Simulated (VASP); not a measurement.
Set up this calculation in VASP 6.6.1, as the native input.

```yaml
Task: single point
Functional: LDA
Potentials_or_basis: VASP PAW LDA potentials, release 64 (Te)
Cutoff: 520 eV
k_mesh: 19 × 19 × 19
Occupations: fermi-dirac, width 0.05 eV
Spin: no spin polarisation
Dipole_correction: no
Further_INCAR_settings: ALGO = Normal; EDIFF = 1e-06; NBANDS = 9
```

The structure of Te lies in POSCAR:

```
Te
1.0
   -1.8822336242      1.8822336242      1.8822336242
    1.8822336242     -1.8822336242      1.8822336242
    1.8822336242      1.8822336242     -1.8822336242
Te
1
Direct
    0.0000000000      0.0000000000      0.0000000000
```

These files were run (other wordings do the same):

INCAR

```
  PREC = Accurate
  ENCUT = 520
  EDIFF = 1E-6
  ISMEAR = -1
  SIGMA = 0.05
  LREAL = False
  LASPH = True
  NELM = 100
  ALGO = Normal
  ISIF = 2
  LWAVE = False
  LCHARG = False
  GGA = CA
  NBANDS = 9
```

KPOINTS

```
Automatic mesh
0
Gamma
  19 19 19
```

Potentials or basis: VASP PAW LDA potentials, release 64 (Te).

Launch:

```bash
$ cat potpaw_LDA.64/Te/POTCAR > POTCAR
$ mpirun -np 1 vasp_std > vasp.out
```

Results of the run:

| Quantity | Value |
| --- | --- |
| Pressure | 0.0 GPa |
| Band gap on the k mesh | zero (band 3 reaches 11.95 eV, above the bottom of band 4 at 5.52 eV) |

Caveat: spin-orbit coupling is left out, which moves the levels of the heavy elements.

Run time: 17 s on 1 thread of Intel(R) Xeon(R) 6975P-C (Granite Rapids), with other jobs on the host, peak memory 0.16 GiB.
